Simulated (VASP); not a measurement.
Crystal: Si2Ge.

```
Si Ge
1.0
     4.79919    0.00000    0.00000
    -2.39959    4.15622    0.00000
     0.00000    0.00000    2.94190
Si Ge
2 1
Cartesian
  0.0000 2.7708 1.4710
  2.3996 1.3854 1.4710
  0.0000 0.0000 0.0000
```

```yaml
Program: VASP 6.6.1
Task: relaxation of cell and atoms
Functional: PBE
Potentials_or_basis: VASP PAW PBE potentials, release 64 (Si, Ge_d)
Cutoff: 600 eV
k_mesh: 6 × 6 × 6
Occupations: gaussian, width 0.1 eV
Spin: no spin polarisation
```

At the start: pressure -9.2 GPa; volume 19.56 Å³/atom.

How do energy, volume and symmetry change on relaxing?

Over 7 steps the energy falls by 136.6 meV/atom and the volume is 16.35 Å³/atom (-16.4 %); space group P6/mmm (No. 191, to 0.1 Å) before and after.

Step by step:
```csv
step,energy change (eV),largest force (eV/Å),pressure (GPa),volume (Å³)
1,0.0000,0.0000,-9.16,58.68
2,-0.3704,0.0000,-0.60,49.66
3,-0.3774,0.0000,0.70,48.64
4,-0.3775,0.0000,1.17,48.37
5,-0.4059,0.0000,1.06,48.26
6,-0.4081,0.0000,1.09,48.28
7,-0.4099,0.0000,0.01,49.04
```

Final structure:
```
CELL_PARAMETERS angstrom
4.63697 0.00000 0.00000
-2.31849 4.01574 0.00000
0.00000 0.00000 2.63386
ATOMIC_POSITIONS crystal
Si 0.33333 0.66667 0.50000
Si 0.66667 0.33333 0.50000
Ge 0.00000 0.00000 0.00000
```

Caveat: the volume moved by over 15 % at a fixed basis, so the end points are rough.
